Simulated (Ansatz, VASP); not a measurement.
## LaIn3 in VASP and in Ansatz

INCAR

```
PREC     = Accurate       # precision mode
ENCUT    = 520            # plane-wave cutoff, eV
EDIFF    = 1E-8           # SCF threshold, eV
ISMEAR   = -1             # smearing method
SIGMA    = 0.05           # smearing width, eV
LREAL    = False          # projectors in reciprocal space
LASPH    = True           # aspherical terms in the spheres
NELM     = 60             # most SCF steps
ALGO     = Normal         # electronic algorithm
ISIF     = 2              # what is computed and relaxed
LWAVE    = False          # write WAVECAR
LCHARG   = False          # write CHGCAR
LEFG     = True         
NBANDS   = 33             # bands
```

File KPOINTS:

```
regular mesh
0
Gamma
  9 9 9
```

The input POSCAR:

```
LaIn3
1.0
    4.7740503900      0.0000000000      0.0000000000
    0.0000000000      4.7740503900      0.0000000000
    0.0000000000      0.0000000000      4.7740503900
La In
1 3
Direct
    0.0000000000      0.0000000000      0.0000000000
    0.5000000000      0.0000000000      0.5000000000
    0.0000000000      0.5000000000      0.5000000000
    0.5000000000      0.5000000000      0.0000000000
```

Input for Ansatz:

```yaml
crystal:
  lattice:
    - [4.77405039, 0.0, 0.0]
    - [0.0, 4.77405039, 0.0]
    - [0.0, 0.0, 4.77405039]
  atoms:
    - { symbol: La, position: [0.0, 0.0, 0.0] }
    - { symbol: In, position: [0.5, 0.0, 0.5] }
    - { symbol: In, position: [0.0, 0.5, 0.5] }
    - { symbol: In, position: [0.5, 0.5, 0.0] }
kpoints:
  mp_grid: { grid: [9, 9, 9] }
  band_path:
    path:
      - [0.0, 0.0, 0.0]
      - [0.0, 0.5, 0.0]
      - [0.5, 0.5, 0.0]
      - [0.0, 0.0, 0.0]
      - [0.5, 0.5, 0.5]
      - [0.0, 0.5, 0.0]
      - [0.5, 0.5, 0.5]
      - [0.5, 0.5, 0.0]
    npoints: 8
scf:
  occupations: { method: fermi_dirac, width: 0.05 }
hamiltonian:
  xc: lda
  pseudopotentials: { kind: paw }
output:
  forces: true
  stress: true
  eigenvalues: true
  efg: { contact_densities: true }
  populations: true
  bader: true
  dos: { projected: true, de: 0.2, e_range: [-14, 8] }
```

Alike in both runs: task electric field gradients; functional LDA; k mesh 9 × 9 × 9; occupations fermi-dirac, width 0.05 eV; no spin polarisation.

```csv
,VASP,Ansatz
version,VASP 6.6.1,Ansatz 0.2.0
potentials or method,"VASP PAW LDA potentials, release 64 (La, In_d)","PAW with Ansatz's default frozen-core files, scalar-relativistic"
plane-wave cutoff (eV),520,420
valence electrons in the cell,50,50
```

```csv
,VASP,Ansatz,Ansatz less VASP
pressure (GPa),-4.1,-4.1,0.00
size of Vzz on the site where it differs most (V/Å²),117.5,117.0,-0.43
```

LDA's correlation is that of Perdew and Zunger in VASP and of Perdew and Wang (1992) in Ansatz.

Neither program's run includes spin-orbit coupling.
